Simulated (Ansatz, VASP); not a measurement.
# Cu12H: VASP beside Ansatz

Contents of INCAR:

```
SYSTEM = Cu12H
PREC = Accurate
ENCUT = 520
EDIFF = 1E-7
ISMEAR = 0
SIGMA = 0.1
LREAL = .False.
LASPH = .True.
NELM = 80
ALGO = Normal
ISIF = 2
LWAVE = .False.
LCHARG = .False.
LDIPOL = .True.
IDIPOL = 3
DIPOL = 0.5 0.5 0.296
GGA = PE
IVDW = 12
NBANDS = 78
```

KPOINTS

```
regular mesh
0
Gamma
  5 5 1
  0 0 0
```

Contents of POSCAR:

```
Cu12H
1.0
    5.0378287988      0.0000000000      0.0000000000
    0.0000000000      5.0378287988      0.0000000000
    0.0000000000      0.0000000000     20.6622829064
Cu H
12 1
Direct
    0.2500000000      0.2500000000      0.1935894508
    0.2500000000      0.7500000000      0.1935894508
    0.7500000000      0.2500000000      0.1935894508
    0.7500000000      0.7500000000      0.1935894508
    0.0000000000      0.0000000000      0.2797919997
    0.0000000000      0.5000000000      0.2797919997
    0.5000000000      0.0000000000      0.2797919997
    0.5000000000      0.5000000000      0.2797919997
    0.2500000000      0.2500000000      0.3659945486
    0.2500000000      0.7500000000      0.3659945486
    0.7500000000      0.2500000000      0.3659945486
    0.7500000000      0.7500000000      0.3659945486
    0.4166666667      0.4166666667      0.4869879554
```

Input for Ansatz:

```yaml
crystal:
  lattice:
    - [5.0378287988, 0.0, 0.0]
    - [0.0, 5.0378287988, 0.0]
    - [0.0, 0.0, 20.6622829064]
  atoms:
    - { symbol: Cu, position: [0.25, 0.25, 0.1935894508] }
    - { symbol: Cu, position: [0.25, 0.75, 0.1935894508] }
    - { symbol: Cu, position: [0.75, 0.25, 0.1935894508] }
    - { symbol: Cu, position: [0.75, 0.75, 0.1935894508] }
    - { symbol: Cu, position: [0.0, 0.0, 0.2797919997] }
    - { symbol: Cu, position: [0.0, 0.5, 0.2797919997] }
    - { symbol: Cu, position: [0.5, 0.0, 0.2797919997] }
    - { symbol: Cu, position: [0.5, 0.5, 0.2797919997] }
    - { symbol: Cu, position: [0.25, 0.25, 0.3659945486] }
    - { symbol: Cu, position: [0.25, 0.75, 0.3659945486] }
    - { symbol: Cu, position: [0.75, 0.25, 0.3659945486] }
    - { symbol: Cu, position: [0.75, 0.75, 0.3659945486] }
    - { symbol: H, position: [0.4166666667, 0.4166666667, 0.4869879554] }
basis:
  ecutwfc: 420
kpoints:
  mp_grid: { grid: [5, 5, 1] }
hamiltonian:
  xc: pbe
  pseudopotentials: { kind: paw, azcp: { folder: soft_1 } }
  dispersion: d3bj
scf:
  occupations: { method: gaussian, width: 0.1 }
output:
  forces: true
  eigenvalues: true
efield:
  axis: 3
  dipole_correction: true
  ramp_width: 0.04
```

Alike in both runs: task single point; functional PBE; dispersion D3(BJ); k mesh 5 × 5 × 1; occupations gaussian, width 0.1 eV; no spin polarisation.

|  | VASP | Ansatz |
| --- | --- | --- |
| version | VASP 6.6.1 | Ansatz 0.2.0 |
| potentials or method | VASP PAW PBE potentials, release 64 (Cu, H), cutoff 520 eV | scalar-relativistic, plane waves, PAW |
| valence electrons in the cell | 133 | 229 |

Ansatz gave:

| Property | Result |
| --- | --- |
| gap on the k mesh at the Fermi level (eV) | none |
| rms of the force components (eV/Å) | 0.267 |

Task: What did VASP give for the same quantities?

Result: gap on the k mesh at the Fermi level (eV): none; rms of the force components (eV/Å): 0.271.

Atom by atom the forces differ by 0.015 eV/Å (rms over components). A gap of «none» marks a metal or a gap that the smearing closes. VASP's potentials hold 133 valence electrons a cell and Ansatz's 229, so a difference there can come from the potentials and not from the codes.
